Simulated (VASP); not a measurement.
# N (P6_3/mmc) in VASP: single point with LDA

Aim: the single point of N with LDA.

All numbers are computed with VASP 6.6.1; they aren't measurements. Logs are shortened: lines on timing, memory, paths and dates and some standing lists are left out, and cuts for length are marked.

## (1) The cell of the first run

Symmetry: P6_3/mmc, No. 194, hexagonal system. Conventional cell: a = 2.536 Å, b = 2.536 Å, c = 4.199 Å, α = 90.00°, β = 90.00°, γ = 120.00°. Within 3.3 Å of N (site symmetry -6m2) lie 12 N at 2.54 to 2.56 Å.

## (2) Single point, LDA

Contents of INCAR:

```
SYSTEM = N
  PREC = Accurate
  ENCUT = 520
  EDIFF = 1E-6
  ISMEAR = 1
  SIGMA = 0.02
  LREAL = .False.
  LASPH = .True.
  NELM = 80
  ALGO = Normal
  ISIF = 2
  LWAVE = .False.
  LCHARG = .True.
  GGA = CA
  LELF = .True.
  LVHAR = .True.
  NBANDS = 12
```

Contents of KPOINTS:

```
regular mesh
0
Gamma
  8 8 4
  0 0 0
```

Contents of POSCAR:

```
N
1.0
    2.5360000000      0.0000000000      0.0000000000
   -1.2680000000      2.1962400000      0.0000000000
    0.0000000000      0.0000000000      4.1990000000
N
2
Direct
    0.6666666667      0.3333333333      0.3750000000
    0.3333333333      0.6666666667      0.8750000000
```

Potentials or basis: VASP PAW LDA potentials, release 64 (N).

The run is started by

```console
> cat potpaw_LDA.64/N/POTCAR > POTCAR
> mpirun -np 1 vasp_std > vasp.out
```

OUTCAR:

```text
SYSTEM = N
   PREC = Accurate
   ENCUT = 520
   EDIFF = 1E-6
   ISMEAR = 1
   LREAL = .False.
   LASPH = .True.
   NELM = 80
   ISIF = 2
   GGA = CA

 ion  position               nearest neighbor table
   1  0.667  0.333  0.375-
   2  0.333  0.667  0.875-

  LATTYP: Found a hexagonal cell.
 ALAT       =     2.5360000000
 C/A-ratio  =     1.6557570978

  Lattice vectors:

 A1 = (   2.5360000000,   0.0000000000,   0.0000000000)
 A2 = (  -1.2680000000,   2.1962400000,   0.0000000000)
 A3 = (   0.0000000000,   0.0000000000,   4.1990000000)

Analysis of symmetry for initial positions (statically):
=====================================================================
 Subroutine PRICEL returns:
 Original cell was already a primitive cell.

 Routine SETGRP: Setting up the symmetry group for a
 hexagonal supercell.

 Subroutine GETGRP returns: Found 24 space group operations
 (whereof  6 operations were pure point group operations)
 out of a pool of 24 trial point group operations.

The static configuration has the point symmetry C_3v.
 The point group associated with its full space group is D_6h.

Analysis of symmetry for dynamics (positions and initial velocities):
=====================================================================
 Subroutine PRICEL returns:
 Original cell was already a primitive cell.

 Routine SETGRP: Setting up the symmetry group for a
 hexagonal supercell.

 Subroutine GETGRP returns: Found 24 space group operations
 (whereof  6 operations were pure point group operations)
 out of a pool of 24 trial point group operations.

The dynamic configuration has the point symmetry C_3v.
 The point group associated with its full space group is D_6h.

 Subroutine INISYM returns: Found 24 space group operations
 (whereof  6 operations are pure point group operations),
 and found     1 'primitive' translations

----------------------------------------------------------------------------------------

                                     Primitive cell

  volume of cell :      23.3870

  direct lattice vectors                    reciprocal lattice vectors
     2.536000000  0.000000000  0.000000000     0.394321767  0.227661822  0.000000000
    -1.268000000  2.196240000  0.000000000     0.000000000  0.455323644  0.000000000
     0.000000000  0.000000000  4.199000000     0.000000000  0.000000000  0.238151941

  length of vectors
     2.536000000  2.535999633  4.199000000     0.455323578  0.455323644  0.238151941

  position of ions in fractional coordinates (direct lattice)
     0.666666667  0.333333333  0.375000000
     0.333333333  0.666666667  0.875000000

  ion indices of the primitive-cell ions
   primitive index   ion index
                 1           1
                 2           2

----------------------------------------------------------------------------------------

 KPOINTS: regular mesh

Automatic generation of k-mesh.
 Grid dimensions read from file:
 generate k-points for:    8    8    4

 Generating k-lattice:

  Cartesian coordinates                     Fractional coordinates (reciprocal lattice)
     0.049290221  0.028457728  0.000000000     0.125000000  0.000000000  0.000000000
     0.000000000  0.056915456  0.000000000     0.000000000  0.125000000  0.000000000
     0.000000000  0.000000000  0.059537985     0.000000000  0.000000000  0.250000000

  Length of vectors
     0.056915447  0.056915456  0.059537985

  Shift w.r.t. Gamma in fractional coordinates (k-lattice)
     0.000000000  0.000000000  0.000000000

 Subroutine IBZKPT returns following result:
 ===========================================

 Found     30 irreducible k-points:

 Following reciprocal coordinates:
            Coordinates               Weight
  0.000000  0.000000  0.000000      1.000000
  0.125000 -0.000000  0.000000      6.000000
  0.250000 -0.000000  0.000000      6.000000
  0.375000 -0.000000  0.000000      6.000000
  0.500000 -0.000000  0.000000      3.000000
  0.125000  0.125000  0.000000      6.000000
[... 16 lines left out ...]
  0.250000 -0.000000  0.500000      6.000000
  0.375000 -0.000000  0.500000      6.000000
 [... further k-points ...]
   k-points           NKPTS =     30   k-points in BZ     NKDIM =     30   number of bands    NBANDS=     12
   number of dos      NEDOS =    301   number of ions     NIONS =      2
   total plane-waves  NPLWV =  12800
   dimension x,y,z NGX =    20 NGY =   20 NGZ =   32
   dimension x,y,z NGXF=    40 NGYF=   40 NGZF=   64
   ions per type =               2
   NGX,Y,Z   is equivalent  to a cutoff of  13.11, 13.11, 12.67 a.u.
   NGXF,Y,Z  is equivalent  to a cutoff of  26.22, 26.22, 25.34 a.u.
 SYSTEM =  N
   PREC   = accura    normal or accurate (medium, high low for compatibility)
   ISTART =      0    job   : 0-new  1-cont  2-samecut
   ICHARG =      2    charge: 1-file 2-atom 10-const
   ISPIN  =      1    spin polarized calculation?
   LNONCOLLINEAR =      F non collinear calculations
   LSORBIT =      F    spin-orbit coupling
   LASPH  =      T    aspherical Exc in radial PAW
   ENCUT  =  520.0 eV  38.22 Ry    6.18 a.u.   4.72  4.72  7.81*2*pi/ulx,y,z
   NELM   =     80;   NELMIN=  2; NELMDL= -5     # of ELM steps
   EDIFF  = 0.1E-05   stopping-criterion for ELM
   LREAL  =      F    real-space projection
   EDIFFG = 0.1E-04   stopping-criterion for IOM
   NSW    =      0    number of steps for IOM
   IBRION =     -1    ionic relax: 0-MD 1-quasi-New 2-CG
   NFREE  =      0    steps in history (QN), initial steepest desc. (CG)
   ISIF   =      2    stress and relaxation
   ISYM   =      2    0-nonsym 1-usesym 2-fastsym
   POTIM  = 0.5000    time-step for ionic-motion
   TEBEG  =    0.0;   TEEND  =   0.0 temperature during run
   PSTRESS=    0.0 pullay stress
   NELECT =      10.0000    total number of electrons
   NUPDOWN=      -1.0000    fix difference up-down
   EMIN   =  10.00;   EMAX   =-10.00  energy-range for DOS
   EFERMI =   0.00;   METHOD = LEGACY
   ISMEAR =     1;   SIGMA  =   0.02  broadening in eV -4-tet -1-fermi 0-gaus
   EFERMI_NEDOS =   21; number of points for ismear=-14 and -15
   IALGO  =     38    algorithm
   IMIX   =      4    mixing-type and parameters
     AMIX     =   0.40;   BMIX     =  1.00
     AMIX_MAG =   1.60;   BMIX_MAG =  1.00
  volume/ion in A,a.u.               =      11.69        78.91
  Fermi-wavevector in a.u.,A,eV,Ry     =   1.233341  2.330677 20.696232  1.521130
  Thomas-Fermi vector in A             =   2.368075
   LORBIT       =      0    0 simple, 1 ext, 2 COOP (PROOUT), +10 PAW based schemes
   GGA     = CA    functional components
   LHFCALC =     F    Hartree Fock is set to
   AEXX    =    0.0000 exact exchange contribution
   IVDW    =     0    specifies the selected vdW correction
   LEPSILON=     F    determine dielectric tensor
   LRPA    =     F    only Hartree local field effects (RPA)
 non-spin polarized calculation
 Methfessel and Paxton  Order N= 1 SIGMA  =   0.02
  energy-cutoff  :      520.00
  volume of cell :       23.39
 maximum number of plane-waves:       652
 NGX is ok and might be reduce to    20
   NGX =  9   NGY =  9   NGZ = 15

 number of electron      10.0000001 magnetization

 Free energy of the ion-electron system (eV)
  ---------------------------------------------------
  ext. energy  EPLUGINS =         0.00000000
  ---------------------------------------------------
  free energy    TOTEN  =        -7.81055069 eV

  energy without entropy =       -7.81007828  energy(sigma->0) =       -7.81039322

 E-fermi :   0.3886     XC(G=0): -10.8193

 val. band max:        0.3552486264   @ k =   0.2500  -0.0000   0.0000
 cond. band min:       0.3907065325   @ k =   0.3750   0.1250   0.2500
 fundamental gap:      0.0354579061
 Fermi energy:         0.3886107685

 k-point     1 :       0.0000    0.0000    0.0000
  band No.  band energies     occupation
      1     -15.2047      2.00000
      2     -11.7626      2.00000
      3      -4.4186      2.00000
      4       2.0624      0.00000
      5       2.0624      0.00000
      6       2.5556      0.00000
      7       2.6780      0.00000
      8       2.6780      0.00000
      9      15.3086      0.00000
     10      17.5487      0.00000
     11      20.2609      0.00000
     12      26.0305      0.00000

 k-point     2 :       0.1250   -0.0000    0.0000
  band No.  band energies     occupation
      1     -14.8812      2.00000
      2     -11.5453      2.00000
      3      -4.1034      2.00000
      4       1.1448      0.00000
      5       1.7873      0.00000
      6       1.9881      0.00000
      7       2.4681      0.00000
      8       2.6063      0.00000
      9      15.8124      0.00000
     10      18.1820      0.00000
     11      19.7024      0.00000
     12      22.6702      0.00000

 k-point     3 :       0.2500   -0.0000    0.0000
  band No.  band energies     occupation
      1     -13.9576      2.00000
      2     -10.9946      2.00000
      3      -3.2122      2.00000
      4      -0.9305      2.00000
      5       0.3552      2.03991
      6       1.2313      0.00000
      7       2.1408      0.00000
      8       2.3678      0.00000
      9      16.6538      0.00000
     10      18.1106      0.00000
     11      18.7538      0.00000
     12      20.5749      0.00000
[... 286 lines left out ...]
 k-point    23 :       0.2500   -0.0000    0.5000
  band No.  band energies     occupation
      1     -12.7493      2.00000
      2     -12.7493      2.00000
      3      -1.3399      2.00000
      4      -1.3399      2.00000
      5       0.8404      0.00000
      6       0.8404      0.00000
      7       1.7739      0.00000
      8       1.7739      0.00000
      9      16.9485      0.00000
     10      16.9485      0.00000
     11      20.6384      0.00000
     12      20.6384      0.00000

 k-point    24 :       0.3750   -0.0000    0.5000
  band No.  band energies     occupation
      1     -11.6720      2.00000
      2     -11.6720      2.00000
      3      -3.0093      2.00000
      4      -3.0093      2.00000
      5       0.9331      0.00000
      6       0.9331      0.00000
      7       1.3899      0.00000
      8       1.3899      0.00000
      9      15.9537      0.00000
     10      15.9537      0.00000
     11      20.2150      0.00000
     12      20.2150      0.00000

 [... further k-points ...]

------------------------ aborting loop because EDIFF is reached ----------------------------------------

  FORCE on cell =-STRESS in cart. coord.  units (eV):
  Direction    XX          YY          ZZ          XY          YZ          ZX
  --------------------------------------------------------------------------------------
  -------------------------------------------------------------------------------------
  Total       -5.8091894     -5.8091872     -5.5360758      0.0000000      0.0000000      0.0000000
  in kB     -397.9707929   -397.9706392   -379.2605657      0.0000000      0.0000000      0.0000000
  external PRESSURE =    -391.7339993 kB  Pullay stress =       0.0000000 kB

 VOLUME and BASIS-vectors are now :
 -----------------------------------------------------------------------------
  energy-cutoff  :      520.00
  volume of cell :       23.39
      direct lattice vectors                 reciprocal lattice vectors
     2.536000000  0.000000000  0.000000000     0.394321767  0.227661822  0.000000000
    -1.268000000  2.196240000  0.000000000     0.000000000  0.455323644  0.000000000
     0.000000000  0.000000000  4.199000000     0.000000000  0.000000000  0.238151941

 POSITION                                       TOTAL-FORCE (eV/Angst)
 -----------------------------------------------------------------------------------
      1.26800      0.73208      1.57462         0.000000     -0.000000      0.000000
     -0.00000      1.46416      3.67413         0.000000      0.000000     -0.000000
 -----------------------------------------------------------------------------------
    total drift:                               -0.000000      0.000000      0.000000

  FREE ENERGIE OF THE ION-ELECTRON SYSTEM (eV)
  ---------------------------------------------------
  free  energy   TOTEN  =        -7.8105506901 eV

  energy  without entropy=       -7.8100782756  energy(sigma->0) =       -7.81039322
```

It took 7.6 s on 1 thread of Intel Xeon 8259CL, shared host; peak memory 0.12 GiB.

What came out:

- Free energy: -7.8106 eV
- Pressure: -39.2 GPa
- Band gap on the k mesh: zero (band 5 reaches 2.37 eV, above the bottom of band 6 at -1.25 eV)

Stress tensor (GPa, compression positive):
```
-39.80   0.00   0.00
  0.00 -39.80   0.00
  0.00   0.00 -37.93
```

Caveat: the k points lie up to 0.37 Å⁻¹ apart.
